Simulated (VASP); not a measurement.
Wanted: the native input for a VASP 6.6.1 run.

```yaml
Task: relaxation of cell and atoms
Functional: PBE
Potentials_or_basis: VASP PAW PBE potentials, release 64 (Li_sv, H)
Cutoff: 600 eV
k_mesh: 6 × 6 × 4
Occupations: gaussian, width 0.1 eV
Spin: no spin polarisation
Dipole_correction: no
Further_INCAR_settings: ALGO = Normal; EDIFF = 1e-06; IBRION = 2; EDIFFG = -0.04; NSW = 90; ISIF = 3
```

The structure of Li3H8 lies in POSCAR:

```
Li3H8
1.0
    4.2177614500      0.0000000000      0.0000000000
   -2.1088807200      3.6526885600      0.0000000000
    0.0000000000      0.0000000000      5.7112439100
Li H
3 8
Direct
    0.3333333300      0.6666666700      0.8095536900
    0.6666666700      0.3333333300      0.1904463100
    0.0000000000      0.0000000000      0.5000000000
    0.7078085600      0.0000000000      0.0000000000
    0.0000000000      0.7078085600      0.0000000000
    0.2921914400      0.2921914400      0.0000000000
    0.2921914400      0.0000000000      0.0000000000
    0.0000000000      0.2921914400      0.0000000000
    0.7078085600      0.7078085600      0.0000000000
    0.3333333300      0.6666666700      0.4033600500
    0.6666666700      0.3333333300      0.5966399500
```

The cell was generated, and may not be a known phase.

The input as run:

INCAR

```
PREC = Accurate ; ENCUT = 600
EDIFF = 1E-6 ; ISMEAR = 0
SIGMA = 0.1 ; LREAL = F
LASPH = T ; NELM = 80
ALGO = Normal ; ISIF = 3
LWAVE = F ; LCHARG = F
GGA = PE ; IBRION = 2
NSW = 90 ; EDIFFG = -0.04
```

KPOINTS

```
regular mesh
0
Gamma
  6 6 4
```

Potentials or basis: VASP PAW PBE potentials, release 64 (Li_sv, H).

Command:

```sh
$ cat potpaw_PBE.64/Li_sv/POTCAR potpaw_PBE.64/H/POTCAR > POTCAR
$ mpirun -np 1 vasp_std > vasp.out
```

Results of the run:

The relaxed volume is 7.95 Å³/atom, the relaxed cell is a = 3.919 Å, b = 3.919 Å, c = 6.575 Å, α = 90.00°, β = 90.00°, γ = 120.00° and the space group after relaxing (to 0.1 Å) is P-3m1 (No. 164). The energy gained by relaxing is 94.5 meV/atom and the ionic steps are 18. The pressure after relaxing is 0.1 GPa, the largest force after relaxing is 0.038 eV/Å and the band gap on the k mesh is zero (an odd number of electrons rules out a gap without spin polarisation).

Caveat: the cutoff is under 1.25 times the usual one of these potentials, so pressure, stress and relaxed cells hold a basis-set (Pulay) error; a cell axis changed by over 15 % at a fixed basis, so the end point is rough; an odd number of electrons without spin polarisation forces a metal; a magnetic or distorted state may lie lower.

Run time: 9.4 min on 1 thread of Oxide Virtual Turin-like Processor, with other jobs on the host, peak memory 0.2 GiB.
